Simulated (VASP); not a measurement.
Here is a VASP 6.6.1 calculation.

File INCAR:

```
SYSTEM = Ag
ALGO     = Normal         ! electronic algorithm
EDIFF    = 1E-6           ! SCF threshold, eV
ENCUT    = 520            ! plane-wave cutoff, eV
GGA      = CA             ! functional
ISIF     = 2              ! what is computed and relaxed
ISMEAR   = -1             ! smearing method
LASPH    = .True.         ! aspherical terms in the spheres
LCHARG   = .False.        ! write CHGCAR
LREAL    = .False.        ! projectors in reciprocal space
LWAVE    = .False.        ! write WAVECAR
NBANDS   = 12             ! bands
NELM     = 60             ! most SCF steps
PREC     = Accurate       ! precision mode
SIGMA    = 0.05           ! smearing width, eV
```

Contents of KPOINTS:

```
k-points
0
Gamma
  15 15 15
  0 0 0
```

The input POSCAR:

```
Ag
1.0
    0.0000000000      2.0431000000      2.0022380000
    2.0431000000      0.0000000000      2.0022380000
    2.0431000000      2.0431000000      0.0000000000
Ag
1
Direct
    0.0000000000      0.0000000000      0.0000000000
```

Potentials or basis: VASP PAW LDA potentials, release 64 (Ag).

Launch:

```sh
$ cat potpaw_LDA.64/Ag/POTCAR > POTCAR
$ mpirun -np 1 vasp_std > vasp.out
```

Q: Estimate the pressure.

A: -5.2 GPa.

Stress tensor (GPa, compression positive):
```
-5.25  0.00  0.00
 0.00 -5.25  0.00
 0.00  0.00 -5.16
```

Caveat: the cell differs from its parent crystal (zz strain of -2 %).
